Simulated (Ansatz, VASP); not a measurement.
## AlCo in VASP and in Ansatz

```
Al Co
1.0
     2.86487    0.00000    0.00000
     0.00000    2.86487    0.00000
     0.00000    0.00000    5.67206
Al Co
2 2
Direct
  0.00000 0.00000 0.74996
  0.00000 0.00000 0.25004
  0.50000 0.50000 0.00000
  0.50000 0.50000 0.50000
```

Alike in both runs: functional PBE; k mesh 6 × 6 × 4; occupations gaussian, width 0.1 eV; collinear spin.

Ansatz relaxed the structure, and its values are those at the end. VASP's run is a single point on that final structure, the one shown.

|  | VASP | Ansatz |
| --- | --- | --- |
| version | VASP 6.6.1 | Ansatz 0.2.0 |
| potentials or method | VASP PAW PBE potentials, release 64 (Al, Co), cutoff 520 eV | scalar-relativistic, plane waves, PAW |
| valence electrons in the cell | 24 | 40 |

```csv
,VASP,Ansatz,Ansatz less VASP
gap on the k mesh at the Fermi level (eV),none,none,-
pressure (GPa),-0.5,0.0,+0.47
net moment per atom (μB),0.03,0.00,-0.027
size of the moment on the site where the two differ most (μB),0.05,0.31,+0.261
```

Site moments also hang on the region over which each program counts them. A gap of «none» marks a metal or a gap that the smearing closes. VASP's potentials hold 24 valence electrons a cell and Ansatz's 40, so a difference there can come from the potentials and not from the codes. Ansatz's warnings: seeded moment not kept.

The k mesh is coarse, so the values compare programs but aren't converged.
